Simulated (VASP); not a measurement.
A run of VASP 6.6.1 is set up as follows.

The input INCAR:

```
ALGO = Normal
EDIFF = 1E-6
ENCUT = 520
GGA = CA
ISIF = 2
ISMEAR = -1
ISPIN = 2
LASPH = True
LCHARG = False
LORBIT = 11
LREAL = Auto
LWAVE = False
MAGMOM = 0 0 0 0 0 0 0 0 0 0 0 0 0 0 0 0 1
NBANDS = 53
NELM = 150
PREC = Accurate
SIGMA = 0.05
```

Contents of KPOINTS:

```
k-points
0
Gamma
  2 2 2
```

File POSCAR:

```
Si16O
1.0
    0.0000000000      5.4300000000      5.4300000000
    5.4300000000      0.0000000000      5.4300000000
    5.4300000000      5.4300000000      0.0000000000
Si O
16 1
Direct
    0.0079650092     -0.0179650092     -0.0264180479
    0.1034530387      0.1266022099      0.1129189687
   -0.0441804788      0.0212154696      0.4932412523
    0.1257090239      0.1177348066      0.5958195212
   -0.0170073665      0.4901933702     -0.0259392265
    0.1283701657      0.6131215470      0.1060865562
   -0.0055709024      0.4894198895      0.4681123389
    0.1681031308      0.5447329650      0.6051933702
    0.4663812155      0.0390147330     -0.0135082873
    0.6205616943      0.0949447514      0.1588674033
    0.4996316759      0.0212154696      0.5207734807
    0.5959576427      0.1990147330      0.6122191529
    0.5111970534      0.4689134438      0.0103130755
    0.6157366483      0.6580202578      0.0759576427
    0.4967863720      0.5991436464      0.4429005525
    0.6621731123      0.6600736648      0.6372928177
    0.9617863720      0.7790607735      0.5360405157
```

Potentials or basis: VASP PAW LDA potentials, release 64 (Si, O).

Run with:

```sh
$ cat potpaw_LDA.64/Si/POTCAR potpaw_LDA.64/O/POTCAR > POTCAR
$ mpirun -np 1 vasp_std > vasp.out
```

(1) What does it give for the band gap on the k mesh?

(2) What does it give for the net moment?

(3) Estimate the pressure.

Answers

(1) 0.25 eV.

(2) 0.00 μB per cell.

(3) -0.6 GPa.

Caveat: the k points lie up to 0.50 Å⁻¹ apart; the atoms stand as in a frame of molecular dynamics; semilocal functionals underestimate gaps, and a narrow one can read as zero.
